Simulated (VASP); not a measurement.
# SiH4C16 in VASP: single point with LDA

Aim: the single point of SiH4C16 with LDA.

Everything below comes from runs of VASP 6.6.1. Logs are shortened: lines on timing, memory, paths and dates and some standing lists are left out, and cuts for length are marked.

### 1 The cell of the first run

The cell holds a slab with vacuum, 21 atoms: a = 5.049 Å, b = 5.049 Å, c = 15.676 Å, α = 90.00°, β = 90.00°, γ = 60.00°.

### 2 Single point, LDA, collinear spin

File INCAR:

```
PREC = Accurate
ENCUT = 520
EDIFF = 1E-6
ISMEAR = 0
SIGMA = 0.05
LREAL = Auto
LASPH = T
NELM = 150
ALGO = Normal
ISIF = 2
LWAVE = F
LCHARG = T
ISPIN = 2
MAGMOM = 0 0 0 0 0 0 0 0 0 0 0 0 0 0 0 0 -0.21 0 0 0 0.08
LORBIT = 11
LELF = T
LVHAR = T
NBANDS = 56
```

File KPOINTS:

```
Automatic mesh
0
Gamma
  3 3 1
```

File POSCAR:

```
SiH4C16
1.0
    5.0487420000      0.0000000000      0.0000000000
    2.5243710000      4.3723390000      0.0000000000
    0.0000000000      0.0000000000     15.6764260000
H C Si
4 16 1
Direct
    0.1666667848      0.1666666285      0.0637901139
    0.6666667848      0.1666666285      0.0637901139
    0.1666666285      0.6666667429      0.0637901139
    0.6666666285      0.6666667429      0.0637901139
    0.1666667848      0.1666666285      0.1339591052
    0.6666667848      0.1666666285      0.1339591052
    0.1666666285      0.6666667429      0.1339591052
    0.6666666285      0.6666667429      0.1339591052
   -0.1666666285      0.3333332571      0.1668292250
    0.3333333715      0.3333332571      0.1668292250
   -0.1666667848      0.8333333715      0.1668292250
    0.3333332152      0.8333333715      0.1668292250
   -0.1624306274      0.3279297420      0.2682459637
    0.3312852469      0.3309395726      0.2617819904
   -0.1623501386      0.8275376177      0.2682435397
    0.3329331960      0.8301506356      0.2710303994
   -0.0015014265     -0.0028790082      0.2934025906
    0.5038991711     -0.0034725121      0.2953233090
    0.0079854004      0.4923522627      0.2927528252
    0.5038668993      0.4921356738      0.2955273096
    0.4967500949      0.2470551803      0.3880509499
```

Potentials or basis: VASP PAW LDA potentials, release 64 (H, C, Si).

Run with:

```sh
> cat potpaw_LDA.64/H/POTCAR potpaw_LDA.64/C/POTCAR potpaw_LDA.64/Si/POTCAR > POTCAR
> mpirun -np 1 vasp_std > vasp.out
```

OUTCAR:

```text
PREC = Accurate
   ENCUT = 520
   EDIFF = 1E-6
   ISMEAR = 0
   LREAL = Auto
   LASPH = T
   NELM = 150
   ISIF = 2
   ISPIN = 2
   LORBIT = 11

 ion  position               nearest neighbor table
   1  0.167  0.167  0.064-   5 1.10
   2  0.667  0.167  0.064-   6 1.10
   3  0.167  0.667  0.064-   7 1.10
   4  0.667  0.667  0.064-   8 1.10
   5  0.167  0.167  0.134-   1 1.10  10 1.55  12 1.55   9 1.55
   6  0.667  0.167  0.134-   2 1.10   9 1.55  11 1.55  10 1.55
   7  0.167  0.667  0.134-   3 1.10  12 1.55  11 1.55  10 1.55
   8  0.667  0.667  0.134-   4 1.10  11 1.55  12 1.55   9 1.55
   9  0.833  0.333  0.167-   6 1.55   5 1.55   8 1.55  13 1.59
  10  0.333  0.333  0.167-  14 1.49   5 1.55   6 1.55   7 1.55
  11  0.833  0.833  0.167-   8 1.55   6 1.55   7 1.55  15 1.59
  12  0.333  0.833  0.167-   7 1.55   5 1.55   8 1.55  16 1.63
  13  0.838  0.328  0.268-  17 1.50  19 1.51  20 1.52   9 1.59
  14  0.331  0.331  0.262-  10 1.49  19 1.49  20 1.55  18 1.55  21 2.11
  15  0.838  0.828  0.268-  17 1.50  19 1.52  18 1.52  11 1.59
  16  0.333  0.830  0.271-  17 1.50  18 1.52  20 1.53  12 1.63
  17  0.998  0.997  0.293-  15 1.50  13 1.50  16 1.50
  18  0.504  0.997  0.295-  15 1.52  16 1.52  14 1.55  21 1.92
  19  0.008  0.492  0.293-  14 1.49  13 1.51  15 1.52  21 2.61
  20  0.504  0.492  0.296-  13 1.52  16 1.53  14 1.55  21 1.92
  21  0.497  0.247  0.388-  18 1.92  20 1.92  14 2.11  19 2.61

  LATTYP: Found a hexagonal cell.
 ALAT       =     5.0487421480
 C/A-ratio  =     3.1050161685

  Lattice vectors:

 A1 = (  -2.5243710000,  -4.3723390000,   0.0000000000)
 A2 = (   5.0487420000,   0.0000000000,   0.0000000000)
 A3 = (   0.0000000000,   0.0000000000,  15.6764260000)

Analysis of symmetry for initial positions (statically):
=====================================================================
 Subroutine PRICEL returns:
 Original cell was already a primitive cell.

 Routine SETGRP: Setting up the symmetry group for a
 hexagonal supercell.

 Subroutine GETGRP returns: Found  1 space group operations
 (whereof  1 operations were pure point group operations)
 out of a pool of 24 trial point group operations.

The static configuration has the point symmetry C_1 .

Analysis of symmetry for dynamics (positions and initial velocities):
=====================================================================
 Subroutine PRICEL returns:
 Original cell was already a primitive cell.

 Routine SETGRP: Setting up the symmetry group for a
 hexagonal supercell.

 Subroutine GETGRP returns: Found  1 space group operations
 (whereof  1 operations were pure point group operations)
 out of a pool of 24 trial point group operations.
[... 179 lines left out ...]
  ---------------------------------------------------
  free energy    TOTEN  =      -175.56334279 eV

  energy without entropy =     -175.56334279  energy(sigma->0) =     -175.56334279

 E-fermi :   0.4639     XC(G=0):  -5.6537

 val. band max:        0.1582789161   @ k =  -0.3333   0.3333   0.0000
 cond. band min:       0.7083935656   @ k =   0.3333   0.0000   0.0000
 fundamental gap:      0.5501146495
 Fermi energy:         0.4638592728

 spin component 1

 k-point     1 :       0.0000    0.0000    0.0000
  band No.  band energies     occupation
      1     -20.2194      1.00000
      2     -17.4822      1.00000
      3     -15.2808      1.00000
      4     -14.8462      1.00000
      5     -14.6634      1.00000
      6     -13.9221      1.00000
[... 244 lines left out ...]
     47       7.1172      0.00000
     48       7.1679      0.00000
 Fermi energy:         0.4638592728

 spin component 2

 k-point     1 :       0.0000    0.0000    0.0000
  band No.  band energies     occupation
      1     -20.2194      1.00000
      2     -17.4822      1.00000
      3     -15.2808      1.00000
      4     -14.8462      1.00000
      5     -14.6634      1.00000
      6     -13.9221      1.00000
[... 244 lines left out ...]
     47       7.1171      0.00000
     48       7.1679      0.00000
 [bands above 48 left out]

------------------------ aborting loop because EDIFF is reached ----------------------------------------

  FORCE on cell =-STRESS in cart. coord.  units (eV):
  Direction    XX          YY          ZZ          XY          YZ          ZX
  --------------------------------------------------------------------------------------
  -------------------------------------------------------------------------------------
  Total       -9.7577086     -9.3634345     -1.9567773      0.6645351      1.5522892     -0.6278320
  in kB      -45.1766858    -43.3512573     -9.0595768      3.0766949      7.1868594     -2.9067653
  external PRESSURE =     -32.5291733 kB  Pullay stress =       0.0000000 kB

 VOLUME and BASIS-vectors are now :
 -----------------------------------------------------------------------------
  energy-cutoff  :      520.00
  volume of cell :      346.05
      direct lattice vectors                 reciprocal lattice vectors
     5.048742000  0.000000000  0.000000000     0.198069143 -0.114355268  0.000000000
     2.524371000  4.372339000  0.000000000     0.000000000  0.228710537  0.000000000
     0.000000000  0.000000000 15.676426000     0.000000000  0.000000000  0.063790050

 POSITION                                       TOTAL-FORCE (eV/Angst)
 -----------------------------------------------------------------------------------
      1.26219      0.72872      1.00000         0.003929     -0.003189     -0.279013
      3.78656      0.72872      1.00000        -0.029997      0.004915     -0.233004
      2.52437      2.91489      1.00000        -0.006592     -0.023675     -0.279464
      5.04874      2.91489      1.00000         0.008762     -0.017688     -0.288145
      1.26219      0.72872      2.10000        -0.095563     -0.125719      1.748966
      3.78656      0.72872      2.10000         0.139644     -0.090265      1.825279
[... 13 lines left out ...]
      3.78623      2.15178      4.63281         0.023736      0.074173      0.017788
      3.13162      1.08021      6.08325        -0.280030      0.226352      0.037240
 -----------------------------------------------------------------------------------
    total drift:                                0.022429      0.027202      0.034831

  FREE ENERGIE OF THE ION-ELECTRON SYSTEM (eV)
  ---------------------------------------------------
  free  energy   TOTEN  =      -175.5633427940 eV

  energy  without entropy=     -175.5633427940  energy(sigma->0) =     -175.56334279

 total charge

# of ion       s       p       d       tot
------------------------------------------
    1        0.632   0.044   0.000   0.676
    2        0.630   0.044   0.000   0.675
    3        0.632   0.044   0.000   0.676
    4        0.631   0.044   0.000   0.676
    5        0.828   1.761   0.000   2.589
    6        0.828   1.761   0.000   2.590
[... 13 lines left out ...]
   20        0.826   1.734   0.000   2.560
   21        0.859   0.729   0.000   1.587
--------------------------------------------------
tot         16.579  28.648   0.000  45.227

 magnetization (x)

# of ion       s       p       d       tot
------------------------------------------
    1       -0.000   0.000   0.000  -0.000
    2       -0.000  -0.000   0.000  -0.000
    3       -0.000  -0.000   0.000  -0.000
    4       -0.000   0.000   0.000  -0.000
    5        0.000  -0.000   0.000  -0.000
    6       -0.000  -0.000   0.000  -0.000
[... 13 lines left out ...]
   20       -0.000  -0.000   0.000  -0.000
   21       -0.000  -0.000   0.000  -0.000
--------------------------------------------------
tot         -0.000  -0.000   0.000  -0.000
```

stdout:

```text
POSCAR found type information on POSCAR H C Si
 POSCAR found :  3 types and      21 ions
 scaLAPACK will be used
 LDA part: xc-table for (Slater(with rela. corr.)+CA(PZ))
 , standard interpolation
 POSCAR, INCAR and KPOINTS ok, starting setup
 FFT: planning ... GRIDC
 FFT: planning ... GRID_SOFT
 FFT: planning ... GRID
 WAVECAR not read
 entering main loop
```

Wall time 4.3 min (1 thread of Intel Xeon 6975P-C (Granite Rapids), shared host); peak memory 0.44 GiB.

What came out:

```
Free energy                                           : -175.5633 eV
Largest force                                         : 2.708 eV/Å
Band gap on the k mesh                                : 0.55 eV (least direct gap 0.56 eV)
Net moment                                            : 0.00 μB per cell
Valence electrons inside the program's atomic spheres : H 0.68; C 2.59, 2.53, 2.58, 2.52, 2.57, 2.62, 2.56, 2.50 (each value once); Si 1.59
```

Forces on the atoms (eV/Å):
```
H    0.004 -0.003 -0.279
H   -0.030  0.005 -0.233
H   -0.007 -0.024 -0.279
H    0.009 -0.018 -0.288
C   -0.096 -0.126  1.749
C    0.140 -0.090  1.825
C    0.058  0.128  1.758
C   -0.074  0.033  1.934
C    0.063 -0.215 -1.450
C   -0.082 -0.063 -2.706
C    0.131 -0.121 -1.460
C   -0.027 -0.124 -0.732
C    0.017  0.057  0.033
C    0.028  0.040  0.008
C    0.008  0.038  0.020
C    0.019  0.024 -0.032
C    0.044  0.060 -0.028
C    0.018  0.048  0.030
C    0.033  0.050  0.076
C    0.024  0.074  0.018
Si  -0.280  0.226  0.037
```

Caveat: the k points lie up to 0.48 Å⁻¹ apart.
